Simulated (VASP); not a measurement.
A run of VASP 6.6.1 is set up as follows.

INCAR

```
  PREC = Accurate
  ENCUT = 500
  EDIFF = 1E-6
  ISMEAR = 0
  SIGMA = 0.1
  LREAL = F
  LASPH = T
  NELM = 120
  ALGO = Normal
  ISIF = 2
  LWAVE = F
  LCHARG = F
  GGA = PS
  NBANDS = 15
  GGA_COMPAT = F
```

The input KPOINTS:

```
regular mesh
0
Gamma
  4 4 4
```

File POSCAR:

```
CsCl
1.0
    4.3052936730      0.0000000000      0.0000000000
    0.0000000000      4.3052936730      0.0000000000
    0.0000000000      0.0000000000      4.3052936730
Cs Cl
1 1
Direct
    0.0000000000      0.0000000000      0.0000000000
    0.5000000000      0.5000000000      0.5000000000
```

Potentials or basis: VASP PAW PBE potentials, release 64 (Cs_sv, Cl).

The run is started by

```sh
$ cat potpaw_PBE.64/Cs_sv/POTCAR potpaw_PBE.64/Cl/POTCAR > POTCAR
$ mpirun -np 1 vasp_std > vasp.out
```

(1) Estimate the pressure.

(2) Predict the band gap on the k mesh.

Answers

(1) -2.0 GPa.

(2) 4.53 eV, direct.

Caveat: the cell differs from its parent crystal (Rb replaced by Cs, lengths x 1.045, strained); the PAW data sets were made with another functional, which shifts forces and pressure a little; spin-orbit coupling is left out, which moves the levels of the heavy elements.
